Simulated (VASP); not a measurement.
# SrMg6Ni (Amm2) in VASP: single point with PBE

Aim: the single point of SrMg6Ni with PBE.

Everything below comes from runs of VASP 6.6.1. Logs are shortened: lines on timing, memory, paths and dates and some standing lists are left out, and cuts for length are marked.

## Step 1: The cell of the first run

It takes space group Amm2 (No. 38, orthorhombic). Conventional cell: a = 4.485 Å, b = 6.256 Å, c = 14.238 Å, α = 90.00°, β = 90.00°, γ = 90.00°. Sr (site symmetry mm2) has 12 Mg at 3.28 to 4.04 Å and 2 Ni at 3.38 Å within 4.3 Å. Ni (site symmetry mm2) has 8 Mg at 2.72 to 3.38 Å and 2 Sr at 3.38 Å within 3.6 Å. Mg (site symmetry mm2) has 8 Mg at 2.99 to 3.37 Å and 2 Sr at 3.35 Å within 3.9 Å. Within 3.6 Å of Mg (site symmetry m) lie 2 Ni at 2.74 Å and 7 Mg at 2.90 to 3.37 Å and 1 Sr at 3.28 Å. Mg (site symmetry mm2) has 10 Mg at 3.22 to 3.95 Å and 2 Ni at 3.38 Å and 4 Sr at 4.04 Å within 4.2 Å. Mg (site symmetry m) has 1 Ni at 2.72 Å and 8 Mg at 2.90 to 3.95 Å and 2 Sr at 3.61 Å within 4.0 Å.

## Step 2: Single point, PBE, collinear spin, ferromagnetic start

INCAR

```
SYSTEM = SrMg6Ni
ALGO = Normal ; EDIFF = 1E-7
ENCUT = 520 ; GGA = PE
ISIF = 2 ; ISMEAR = -1
ISPIN = 2 ; LASPH = .True.
LCHARG = .False. ; LMAXMIX = 4
LORBIT = 11 ; LREAL = .False.
LWAVE = .False. ; MAGMOM = 0 1 0 0 0 0 0 0
NBANDS = 30 ; NELM = 150
PREC = Accurate ; SIGMA = 0.05
```

KPOINTS

```
k-points
0
Gamma
  6 5 5
  0 0 0
```

POSCAR

```
SrMg6Ni
1.0
    4.4852480000      0.0000000000      0.0000000000
    0.0000000000      3.1281750000      7.1187980000
    0.0000000000     -3.1281750000      7.1187980000
Sr Ni Mg
1 1 6
Direct
    0.5000000000      0.7182430000      0.7182430000
    0.0000000000      0.8957990000      0.8957990000
    0.5000000000      0.1335570000      0.1335570000
    0.5000000000      0.1652130000      0.6793490000
    0.5000000000      0.6793490000      0.1652130000
    0.0000000000      0.3051920000      0.3051920000
    0.0000000000      0.3049440000      0.7977040000
    0.0000000000      0.7977040000      0.3049440000
```

Potentials or basis: VASP PAW PBE potentials, release 64 (Sr_sv, Ni, Mg).

Command:

```console
cat potpaw_PBE.64/Sr_sv/POTCAR potpaw_PBE.64/Ni/POTCAR potpaw_PBE.64/Mg/POTCAR > POTCAR
mpirun -np 1 vasp_std > vasp.out
```

OUTCAR:

```text
SYSTEM = SrMg6Ni
   EDIFF = 1E-7
   ENCUT = 520
   GGA = PE
   ISIF = 2
   ISMEAR = -1
   ISPIN = 2
   LASPH = .True.
   LORBIT = 11
   LREAL = .False.
   NELM = 150
   PREC = Accurate

 ion  position               nearest neighbor table
   1  0.500  0.718  0.718-   4 3.28   5 3.28   3 3.35   3 3.35   2 3.38   2 3.38   8 3.61   7 3.61
                             7 3.61   8 3.61   6 4.04   6 4.04   6 4.04   6 4.04
   2  0.000  0.896  0.896-   7 2.72   8 2.72   4 2.74   5 2.74   4 2.74   5 2.74   1 3.38   1 3.38

   3  0.500  0.134  0.134-   7 2.99   8 2.99   7 2.99   8 2.99   6 3.32   6 3.32   1 3.35   1 3.35
                             4 3.37   5 3.37
   4  0.500  0.165  0.679-   2 2.74   2 2.74   7 2.90   7 2.90   5 3.04   5 3.22   6 3.22   6 3.22
                             1 3.28   3 3.37
   5  0.500  0.679  0.165-   2 2.74   2 2.74   8 2.90   8 2.90   4 3.04   4 3.22   6 3.22   6 3.22
                             1 3.28   3 3.37
   6  0.000  0.305  0.305-   4 3.22   5 3.22   4 3.22   5 3.22   3 3.32   3 3.32   1 4.04   1 4.04
                             1 4.04   1 4.04
   7  0.000  0.305  0.798-   2 2.72   4 2.90   4 2.90   3 2.99   3 2.99   8 3.08   8 3.17   1 3.61
                             1 3.61
   8  0.000  0.798  0.305-   2 2.72   5 2.90   5 2.90   3 2.99   3 2.99   7 3.08   7 3.17   1 3.61
                             1 3.61

  LATTYP: Found a base centered orthorhombic cell.
 ALAT       =     6.2563500000
 B/A-ratio  =     2.2757032455
 C/A-ratio  =     0.7169112981

  Lattice vectors:

 A1 = (   0.0000000000,   3.1281750000,  -7.1187980000)
 A2 = (   0.0000000000,   3.1281750000,   7.1187980000)
 A3 = (   4.4852480000,   0.0000000000,   0.0000000000)

Analysis of symmetry for initial positions (statically):
=====================================================================
 Subroutine PRICEL returns:
 Original cell was already a primitive cell.

 Routine SETGRP: Setting up the symmetry group for a
 base centered orthorhombic supercell.

 Subroutine GETGRP returns: Found  4 space group operations
 (whereof  4 operations were pure point group operations)
 out of a pool of  8 trial point group operations.

The static configuration has the point symmetry C_2v.

Analysis of symmetry for dynamics (positions and initial velocities):
=====================================================================
 Subroutine PRICEL returns:
 Original cell was already a primitive cell.

 Routine SETGRP: Setting up the symmetry group for a
 base centered orthorhombic supercell.

 Subroutine GETGRP returns: Found  4 space group operations
 (whereof  4 operations were pure point group operations)
 out of a pool of  8 trial point group operations.

The dynamic configuration has the point symmetry C_2v.

Analysis of structural, dynamic, and magnetic symmetry:
=====================================================================
 Subroutine PRICEL returns:
 Original cell was already a primitive cell.

 Routine SETGRP: Setting up the symmetry group for a
 base centered orthorhombic supercell.

 Subroutine GETGRP returns: Found  4 space group operations
 (whereof  4 operations were pure point group operations)
 out of a pool of  8 trial point group operations.

The overall configuration has the point symmetry C_2v.

 Subroutine INISYM returns: Found  4 space group operations
 (whereof  4 operations are pure point group operations),
 and found     1 'primitive' translations

----------------------------------------------------------------------------------------

                                     Primitive cell

  volume of cell :     199.7626

  direct lattice vectors                    reciprocal lattice vectors
     4.485248000  0.000000000  0.000000000     0.222953112  0.000000000  0.000000000
     0.000000000  3.128175000  7.118798000     0.000000000  0.159837605  0.070236576
     0.000000000 -3.128175000  7.118798000     0.000000000 -0.159837605  0.070236576

  length of vectors
     4.485248000  7.775780591  7.775780591     0.222953112  0.174588764  0.174588764

  position of ions in fractional coordinates (direct lattice)
     0.500000000  0.718243000  0.718243000
     0.000000000  0.895799000  0.895799000
     0.500000000  0.133557000  0.133557000
     0.500000000  0.165213000  0.679349000
[... 76 lines left out ...]
   NGXF,Y,Z  is equivalent  to a cutoff of  26.69, 25.66, 25.66 a.u.
 SYSTEM =  SrMg6Ni
   PREC   = accura    normal or accurate (medium, high low for compatibility)
   ISTART =      0    job   : 0-new  1-cont  2-samecut
   ICHARG =      2    charge: 1-file 2-atom 10-const
   ISPIN  =      2    spin polarized calculation?
   LNONCOLLINEAR =      F non collinear calculations
   LSORBIT =      F    spin-orbit coupling
   LASPH  =      T    aspherical Exc in radial PAW
   ENCUT  =  520.0 eV  38.22 Ry    6.18 a.u.   8.34 14.46 14.46*2*pi/ulx,y,z
   NELM   =    150;   NELMIN=  2; NELMDL= -5     # of ELM steps
   EDIFF  = 0.1E-06   stopping-criterion for ELM
   LREAL  =      F    real-space projection
   EDIFFG = 0.1E-05   stopping-criterion for IOM
   NSW    =      0    number of steps for IOM
   IBRION =     -1    ionic relax: 0-MD 1-quasi-New 2-CG
   NFREE  =      0    steps in history (QN), initial steepest desc. (CG)
   ISIF   =      2    stress and relaxation
   ISYM   =      2    0-nonsym 1-usesym 2-fastsym
   POTIM  = 0.5000    time-step for ionic-motion
   TEBEG  =    0.0;   TEEND  =   0.0 temperature during run
   PSTRESS=    0.0 pullay stress
   NELECT =      32.0000    total number of electrons
   NUPDOWN=      -1.0000    fix difference up-down
   EMIN   =  10.00;   EMAX   =-10.00  energy-range for DOS
   EFERMI =   0.00;   METHOD = LEGACY
   ISMEAR =    -1;   SIGMA  =   0.05  broadening in eV -4-tet -1-fermi 0-gaus
   EFERMI_NEDOS =   21; number of points for ismear=-14 and -15
   IALGO  =     38    algorithm
   IMIX   =      4    mixing-type and parameters
     AMIX     =   0.40;   BMIX     =  1.00
     AMIX_MAG =   1.60;   BMIX_MAG =  1.00
  volume/ion in A,a.u.               =      24.97       168.51
  Fermi-wavevector in a.u.,A,eV,Ry     =   0.889106  1.680166 10.755529  0.790509
  Thomas-Fermi vector in A             =   2.010623
   LORBIT       =     11    0 simple, 1 ext, 2 COOP (PROOUT), +10 PAW based schemes
   GGA     = PE    functional components
   LHFCALC =     F    Hartree Fock is set to
   AEXX    =    0.0000 exact exchange contribution
   IVDW    =     0    specifies the selected vdW correction
   LEPSILON=     F    determine dielectric tensor
   LRPA    =     F    only Hartree local field effects (RPA)
 spin polarized calculation
  energy-cutoff  :      520.00
  volume of cell :      199.76
 maximum number of plane-waves:      5413
 NGX is ok and might be reduce to    36
   NGX = 17   NGY = 29   NGZ = 29

 number of electron      31.9999995 magnetization      -0.0001138

 number of electron      31.9999995 magnetization       0.0001022

 Free energy of the ion-electron system (eV)
  ---------------------------------------------------
  ext. energy  EPLUGINS =         0.00000000
  ---------------------------------------------------
  free energy    TOTEN  =       -15.63395841 eV

  energy without entropy =      -15.60211382  energy(sigma->0) =      -15.61803612

 E-fermi :   2.4399     XC(G=0):  -8.5303

 val. band max:        2.4383981666   @ k =   0.5000   0.0000   0.0000
 cond. band min:       2.4575479765   @ k =   0.3333  -0.4000   0.2000
 fundamental gap:      0.0191498100
 Fermi energy:         2.4398988264

 spin component 1

 k-point     1 :       0.0000    0.0000    0.0000
  band No.  band energies     occupation
      1     -33.1586      1.00000
      2     -15.2529      1.00000
      3     -15.1914      1.00000
      4     -15.1434      1.00000
      5      -3.8630      1.00000
      6      -0.9928      1.00000
[... 733 lines left out ...]
     27       6.9107      0.00000
     28       7.5691      0.00000

 [... further k-points ...]

 spin component 2

 k-point     1 :       0.0000    0.0000    0.0000
  band No.  band energies     occupation
      1     -33.1586      1.00000
      2     -15.2529      1.00000
      3     -15.1914      1.00000
      4     -15.1434      1.00000
      5      -3.8630      1.00000
      6      -0.9928      1.00000
[... 733 lines left out ...]
     27       6.9107      0.00000
     28       7.5691      0.00000

 [... further k-points ...]

 [bands above 28 left out]

------------------------ aborting loop because EDIFF is reached ----------------------------------------

  FORCE on cell =-STRESS in cart. coord.  units (eV):
  Direction    XX          YY          ZZ          XY          YZ          ZX
  --------------------------------------------------------------------------------------
  -------------------------------------------------------------------------------------
  Total        0.2340598     -0.1662889     -0.5965149      0.0000000      0.0000000      0.0000000
  in kB        1.8772552     -1.3337049     -4.7842920      0.0000000      0.0000000      0.0000000
  external PRESSURE =      -1.4135806 kB  Pullay stress =       0.0000000 kB

 VOLUME and BASIS-vectors are now :
 -----------------------------------------------------------------------------
  energy-cutoff  :      520.00
  volume of cell :      199.76
      direct lattice vectors                 reciprocal lattice vectors
     4.485248000  0.000000000  0.000000000     0.222953112  0.000000000  0.000000000
     0.000000000  3.128175000  7.118798000     0.000000000  0.159837605  0.070236576
     0.000000000 -3.128175000  7.118798000     0.000000000 -0.159837605  0.070236576

 POSITION                                       TOTAL-FORCE (eV/Angst)
 -----------------------------------------------------------------------------------
      2.24262      0.00000     10.22605         0.000000      0.000000      0.006856
      0.00000      0.00000     12.75402         0.000000      0.000000      0.026825
      2.24262      0.00000      1.90153         0.000000      0.000000     -0.004874
      2.24262     -1.60831      6.01227         0.000000     -0.042600      0.009724
      2.24262      1.60831      6.01227         0.000000      0.042600      0.009724
      0.00000      0.00000      4.34520         0.000000      0.000000      0.014504
      0.00000     -1.54144      7.84953         0.000000      0.042798     -0.031379
      0.00000      1.54144      7.84953         0.000000     -0.042798     -0.031379
 -----------------------------------------------------------------------------------
    total drift:                                0.000000     -0.000000      0.000227

  FREE ENERGIE OF THE ION-ELECTRON SYSTEM (eV)
  ---------------------------------------------------
  free  energy   TOTEN  =       -15.6339584121 eV

  energy  without entropy=      -15.6021138223  energy(sigma->0) =      -15.61803612

 total charge

# of ion       s       p       d       tot
------------------------------------------
    1        2.034   5.758   0.207   7.998
    2        0.458   0.241   8.401   9.100
    3        0.246   0.118   0.009   0.373
    4        0.227   0.128   0.014   0.370
    5        0.227   0.128   0.014   0.370
    6        0.197   0.097   0.007   0.301
    7        0.234   0.126   0.012   0.373
    8        0.234   0.126   0.012   0.373
--------------------------------------------------
tot          3.857   6.723   8.677  19.257

 magnetization (x)

# of ion       s       p       d       tot
------------------------------------------
    1       -0.000  -0.000  -0.000  -0.000
    2        0.000   0.000   0.000   0.000
    3        0.000   0.000   0.000   0.000
    4       -0.000  -0.000  -0.000  -0.000
    5       -0.000  -0.000  -0.000  -0.000
    6       -0.000  -0.000  -0.000  -0.000
    7       -0.000   0.000  -0.000  -0.000
    8       -0.000   0.000  -0.000  -0.000
--------------------------------------------------
tot         -0.000   0.000   0.000   0.000
```

Wall time 8.1 min (1 thread of Intel Xeon Platinum 8488C (Sapphire Rapids), shared host); peak memory 0.65 GiB.

What came out:

```yaml
Free_energy: -15.6340 eV
Pressure: -0.1 GPa
Largest_force: 0.053 eV/Å
Band_gap_on_the_k_mesh: zero (filled and empty bands overlap)
Net_moment: 0.00 μB per cell
Valence_electrons_inside_the_program's_atomic_spheres: Sr 8.00; Ni 9.10; Mg 0.37, 0.30 (each value once)
```

Forces on the atoms (eV/Å):
```
Sr   0.000  0.000  0.007
Ni   0.000  0.000  0.027
Mg   0.000  0.000 -0.005
Mg   0.000 -0.043  0.010
Mg   0.000  0.043  0.010
Mg   0.000  0.000  0.015
Mg   0.000  0.043 -0.031
Mg   0.000 -0.043 -0.031
```

Caveat: the moments typed at the start vanished in this run.
